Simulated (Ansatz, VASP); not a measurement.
## H9ClO4: VASP beside Ansatz

```
CELL_PARAMETERS angstrom
5.55050 0.00000 0.00000
0.00000 5.55050 0.00000
0.00000 0.00000 5.55050
ATOMIC_POSITIONS crystal
O 0.42988 0.90511 0.94047
O 0.98066 0.74060 0.67980
O 0.69132 0.56059 0.26137
O 0.73296 0.25554 0.68411
H 0.34185 0.98612 0.06995
H 0.51976 0.03676 0.86234
H 0.14370 0.77032 0.74176
H 0.89641 0.89052 0.71413
H 0.81109 0.65268 0.35142
H 0.61655 0.67497 0.14821
H 0.79242 0.40130 0.76582
H 0.64158 0.32315 0.54785
H 0.00952 0.23406 0.49134
Cl 0.21086 0.26330 0.36864
```

Alike in both runs: functional PBE; k mesh 1 × 1 × 1; occupations fermi-dirac, width 0.02 eV; no spin polarisation.

Ansatz relaxed the structure, and its values are those at the end. VASP's run is a single point on that final structure, the one shown.

|  | VASP | Ansatz |
| --- | --- | --- |
| version | VASP 6.6.1 | Ansatz 0.2.0 |
| potentials or method | VASP PAW PBE potentials, release 64 (O, H, Cl), cutoff 520 eV | scalar-relativistic, plane waves, PAW |
| valence electrons in the cell | 40 | 40 |

```tsv
	VASP	Ansatz	Ansatz less VASP
rms of the force components (eV/Å)	0.064	0.071	+0.0061
```
